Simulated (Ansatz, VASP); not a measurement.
Given: the input of a run of Ansatz 0.2.0 on Ga2O3.

input.yaml

```yaml
crystal:
  lattice:
    - [2.68301877, -1.54994319, 0.0]
    - [2.68301877, 1.54994319, 0.0]
    - [-0.02214181, 0.0, 7.68807159]
  atoms:
    - { symbol: Ga, position: [0.670829, 0.672219, 0.310957] }
    - { symbol: Ga, position: [0.328172, 0.341169, 0.684939] }
    - { symbol: O, position: [0.011532, -0.007984, 0.497521] }
    - { symbol: O, position: [0.685016, 0.657388, 0.815717] }
    - { symbol: O, position: [0.350821, 0.320677, 0.179079] }
kpoints:
  mp_grid: { grid: [10, 10, 4] }
scf:
  occupations: { method: fermi_dirac, width: 0.05 }
hamiltonian:
  xc: pbe
  pseudopotentials: { kind: all_electron, lapw: { basis_error: 0.001 } }
output:
  forces: true
  stress: true
  eigenvalues: true
  populations: true
```

Potentials or basis: all-electron LAPW, scalar-relativistic.

The run is started by

```console
$ ansatz run input.yaml --threads 4 --pin off --max-ram 12288MiB --backend cpu --events-out ev --progress --plain --runs-dir out
```

Question: Translate it to VASP 6.6.1. Potentials there: VASP PAW PBE potentials, release 64 (Ga_d, O).

Answer: As run (the cutoff follows the program's own potentials):

The input INCAR:

```
SYSTEM = Ga2O3
PREC = Accurate
ENCUT = 520
EDIFF = 1E-6
ISMEAR = -1
SIGMA = 0.05
LREAL = .False.
LASPH = .True.
NELM = 60
ALGO = Normal
ISIF = 2
LWAVE = .False.
LCHARG = .False.
GGA = PE
NBANDS = 30
```

KPOINTS

```
Automatic mesh
0
Gamma
  10 10 4
  0 0 0
```

The input POSCAR:

```
Ga2O3
1.0
    2.6830187700     -1.5499431900      0.0000000000
    2.6830187700      1.5499431900      0.0000000000
   -0.0221418100      0.0000000000      7.6880715900
Ga O
2 3
Direct
    0.6708290000      0.6722190000      0.3109570000
    0.3281720000      0.3411690000      0.6849390000
    0.0115320000     -0.0079840000      0.4975210000
    0.6850160000      0.6573880000      0.8157170000
    0.3508210000      0.3206770000      0.1790790000
```

Potentials or basis: VASP PAW PBE potentials, release 64 (Ga_d, O).

Run with:

```console
$ cat potpaw_PBE.64/Ga_d/POTCAR potpaw_PBE.64/O/POTCAR > POTCAR
$ mpirun -np 1 vasp_std > vasp.out
```

Both were run:

|  | VASP | Ansatz | Ansatz less VASP |
| --- | --- | --- | --- |
| gap on the k mesh at the Fermi level (eV) | 1.50 | 1.54 | +0.038 |
| least direct gap on the mesh (eV) | 1.50 | 1.54 | +0.038 |
| pressure (GPa) | -16.9 | -17.6 | -0.66 |
| traceless stress, the component that is largest in VASP (GPa) | -2.48 | -2.28 | +0.199 |
| rms of the force components (eV/Å) | 1.548 | 1.563 | +0.0144 |

Atom by atom the forces differ by 0.019 eV/Å (rms over components). Ansatz ran all-electron here, and VASP with PAW potentials.
